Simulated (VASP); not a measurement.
## Ti4Be3Al6Ni3: single point with PBE

System: Ti4Be3Al6Ni3.

```
CELL_PARAMETERS angstrom
5.96601 -0.08511 0.08869
-0.08511 6.32015 -0.08516
0.08869 -0.08516 6.09027
ATOMIC_POSITIONS crystal
Al 0.02396 0.81219 0.43384
Al 0.83416 0.14099 0.67530
Al 0.17317 0.91065 0.90708
Al 0.64025 0.48998 0.59907
Al 0.87310 0.56868 0.99825
Al 0.48237 0.26451 0.90767
Ti 0.47641 0.85002 0.49982
Ti 0.80588 0.06546 0.18819
Ti 0.22139 0.51674 0.63278
Ti 0.42025 0.57698 0.19858
Be 0.09824 0.27777 0.97225
Be 0.19525 0.21505 0.26186
Be 0.61724 0.79735 0.84158
Ni 0.42247 0.99538 0.16121
Ni 0.20902 0.11725 0.57193
Ni 0.92724 0.45692 0.34310
```

* Program: VASP 6.6.1
* Task: single point
* Functional: PBE
* Potentials or basis: VASP PAW PBE potentials, release 64 (Al, Ti_sv, Be, Ni)
* Cutoff: 400 eV
* k mesh: 1 × 1 × 1, shifted
* Occupations: fermi-dirac, width 0.0724 eV
* Spin: no spin polarisation

* Pressure: 4.5 GPa
* Largest force: 1.990 eV/Å

Forces in eV/Å, atoms in the order of the input:
```
Al  -0.335 -0.193 -0.313
Al   0.068 -0.186 -0.034
Al  -0.759 -1.193 -1.293
Al   0.843 -0.070 -0.579
Al  -0.166  0.239 -0.274
Al   0.225 -0.386 -0.529
Ti   1.009  1.288  0.694
Ti  -0.356  0.998 -0.553
Ti  -0.811 -0.726  1.093
Ti  -0.277 -0.436 -0.373
Be  -0.254  0.749 -1.041
Be  -0.143  0.820  0.623
Be  -0.426  0.258  1.705
Ni   0.281 -0.197  0.322
Ni   0.317  0.862  0.569
Ni   0.786 -1.828 -0.019
```

Stress tensor (GPa, compression positive):
```
 4.11 -6.23  2.75
-6.23  2.47 -7.15
 2.75 -7.15  6.98
```

Levels at points of the mesh, in eV from the Fermi level:
| k point | band 49 | band 50 | band 51 | band 52 | band 53 | band 54 |
| --- | --- | --- | --- | --- | --- | --- |
| (0.25, 0.25, 0.25) | -0.63 | -0.42 | -0.14 | 0.19 | 0.22 | 0.28 |

Run time: 24 s on 1 thread of Intel(R) Xeon(R) 6975P-C (Granite Rapids) (shared host), peak memory 0.23 GiB.

Caveat: the atoms stand as in a frame of molecular dynamics. Spin polarisation is off, so any magnetic state and its effect on volume and gap are missing.
